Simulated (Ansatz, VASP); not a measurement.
## Two plane-wave programs on K2S

INCAR

```
SYSTEM = K2S
  ALGO = Normal
  EDIFF = 1E-6
  ENCUT = 500
  GGA = PS
  GGA_COMPAT = .FALSE.
  ISIF = 2
  ISMEAR = 0
  LASPH = .TRUE.
  LCHARG = .FALSE.
  LREAL = .FALSE.
  LWAVE = .FALSE.
  NBANDS = 19
  NELM = 120
  PREC = Accurate
  SIGMA = 0.01
```

File KPOINTS:

```
k-points
0
G
  4 4 4
  0 0 0
```

The input POSCAR:

```
K2S
1.0
    0.0000000000      3.7027186978      3.7027186978
    3.7027186978      0.0000000000      3.7027186978
    3.7027186978      3.7027186978      0.0000000000
K S
2 1
Direct
    0.2500000000      0.2500000000      0.2500000000
    0.7500000000      0.7500000000      0.7500000000
    0.0000000000      0.0000000000      0.0000000000
```

Input for Ansatz:

```yaml
crystal:
  lattice:
    - [0.0, 3.7027186978, 3.7027186978]
    - [3.7027186978, 0.0, 3.7027186978]
    - [3.7027186978, 3.7027186978, 0.0]
  atoms:
    - { symbol: K, position: [0.25, 0.25, 0.25] }
    - { symbol: K, position: [0.75, 0.75, 0.75] }
    - { symbol: S, position: [0.0, 0.0, 0.0] }
kpoints:
  mp_grid: { grid: [4, 4, 4] }
hamiltonian:
  xc: pbesol
scf:
  occupations: { method: fixed }
  n_extra_bands: 4
output:
  forces: true
  stress: true
  eigenvalues: true
```

Alike in both runs: task single point; functional PBEsol; k mesh 4 × 4 × 4; no spin polarisation.

|  | VASP | Ansatz |
| --- | --- | --- |
| version | VASP 6.6.1 | Ansatz 0.2.0 |
| potentials or method | VASP PAW PBE potentials, release 64 (K_sv, S) | plane waves |
| plane-wave cutoff (eV) | 500 | 420 |
| occupations | gaussian, width 0.01 eV | fixed |
| valence electrons in the cell | 24 | 24 |

```tsv
	VASP	Ansatz	Ansatz less VASP
gap on the k mesh at the Fermi level (eV)	2.28	2.28	+0.002
pressure (GPa)	-0.5	-0.5	-0.04
```

VASP's potentials were made for PBE, not for PBEsol.
